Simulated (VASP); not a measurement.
CaO:

```
Ca O
1.0
     4.80711    0.00000    0.00000
     0.00000    4.80711    0.00000
     0.00000    0.00000    4.80711
Ca O
4 4
Direct
  0.86309 0.63691 0.36309
  0.63691 0.36309 0.86309
  0.36309 0.86309 0.63691
  0.13691 0.13691 0.13691
  0.15870 0.34130 0.65870
  0.34130 0.65870 0.15870
  0.65870 0.15870 0.34130
  0.84130 0.84130 0.84130
```

| Item | Value |
| --- | --- |
| Program | VASP 6.6.1 |
| Task | relaxation of cell and atoms |
| Functional | PBEsol |
| Potentials or basis | VASP PAW PBE potentials, release 64 (Ca_sv, O) |
| Cutoff | 600 eV |
| k mesh | 4 × 4 × 4 |
| Occupations | fermi-dirac, width 0.03 eV |
| Spin | no spin polarisation |

At the start: pressure -8.3 GPa; volume 13.89 Å³/atom.

**Question.** How do energy, volume and symmetry change on relaxing?

**Answer.** Over 33 steps the energy falls by 880.5 meV/atom and the volume is 13.62 Å³/atom (-1.9 %); space group P2_13 (No. 198, to 0.1 Å) before, Fm-3m (No. 225, to 0.1 Å).

The path:
```
step  energy change (eV)  largest force (eV/Å)  pressure (GPa)  volume (Å³)
   1              0.0000                1.1904           -8.31       111.08
   2             -0.5759                0.9427            1.40        99.91
   3             -0.5936                0.8387            4.31        97.62
   4             -0.9922                1.0593            5.31        97.83
   5             -2.2249                1.9606           11.22        98.44
   6             -4.1623                3.2106           23.35        99.67
   7             -2.3692                1.5031           13.37       102.15
   8             -4.2522                2.9950           25.35       100.57
   9             -4.3686                3.2232           25.53       100.20
  10             -4.4457                3.1499           24.80       100.53
  11             -4.6543                2.9138           22.60       101.53
  12             -4.9625                2.3855           18.19       103.55
  13             -5.0998                2.0251            9.61       107.67
  14             -5.1271                2.1188           11.91       106.50
  15             -5.2384                2.0650           11.32       106.83
  16             -5.5472                1.8902            9.46       107.83
  17             -6.0319                1.4714            5.79       109.86
  18             -6.3609                1.3064           -1.07       113.98
  19             -6.3704                1.3079           -0.17       113.37
  20             -6.4586                1.2098           -0.47       113.16
  21             -6.6829                0.9035           -1.24       112.53
  22             -6.9373                0.4318           -1.86       111.28
  23             -6.9619                0.3809           -1.84       110.74
  24             -6.9914                0.3285            0.08       108.82
  25             -6.9965                0.2881            1.50       107.51
  26             -7.0199                0.1816            1.12       107.82
  27             -7.0378                0.1407            0.51       108.40
  28             -7.0417                0.0812           -0.34       109.18
  29             -7.0418                0.0734           -0.44       109.29
  30             -7.0438                0.0228           -0.07       108.92
  31             -7.0439                0.0268            0.05       108.81
  32             -7.0441                0.0205            0.00       108.86
  33             -7.0442                0.0083           -0.09       108.95
```

Final structure:
```
CELL_PARAMETERS angstrom
4.77608 0.00000 0.00000
0.00000 4.77608 0.00000
0.00000 0.00000 4.77608
ATOMIC_POSITIONS crystal
Ca 0.75010 0.74990 0.25010
Ca 0.74990 0.25010 0.75010
Ca 0.25010 0.75010 0.74990
Ca 0.24990 0.24990 0.24990
O 0.25017 0.24983 0.75017
O 0.24983 0.75017 0.25017
O 0.75017 0.25017 0.24983
O 0.74983 0.74983 0.74983
```

Caveat: the PAW data sets were made with another functional, which shifts forces and pressure a little.
